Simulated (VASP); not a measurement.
Input of a VASP 6.6.1 run:

The input INCAR:

```
SYSTEM = Ta
ALGO = Normal
DIPOL = 0.5 0.5 0.500
EDIFF = 1E-7
ENCUT = 520
GGA = CA
IDIPOL = 3
ISIF = 2
ISMEAR = -1
LASPH = .True.
LCHARG = .True.
LDIPOL = .True.
LELF = .True.
LREAL = .False.
LVACPOTAV = .True.
LVHAR = .True.
LWAVE = .False.
NBANDS = 24
NELM = 100
PREC = Accurate
SIGMA = 0.1
```

KPOINTS

```
k-points
0
Gamma
  15 15 1
  0 0 0
```

Contents of POSCAR:

```
Ta
1.0
    2.8181880382      0.0000000000      0.0000000000
   -0.9393960127      2.6570131632      0.0000000000
    0.0000000000      0.0000000000     17.4576000000
Ta
3
Direct
    0.0000000000      0.0000000000      0.3723292990
    0.5000000000      0.5000000000      0.4999999649
    0.0000000000      0.0000000000      0.6276707010
```

Potentials or basis: VASP PAW LDA potentials, release 64 (Ta_pv).

The run is started by

```bash
$ cat potpaw_LDA.64/Ta_pv/POTCAR > POTCAR
$ mpirun -np 1 vasp_std > vasp.out
```

(1) What does it give for the largest force?

(2) Predict the band gap on the k mesh.

## Answers

(1) 0.052 eV/Å.

(2) zero (an odd number of electrons rules out a gap without spin polarisation).

Caveat: spin-orbit coupling is left out, which moves the levels of the heavy elements.
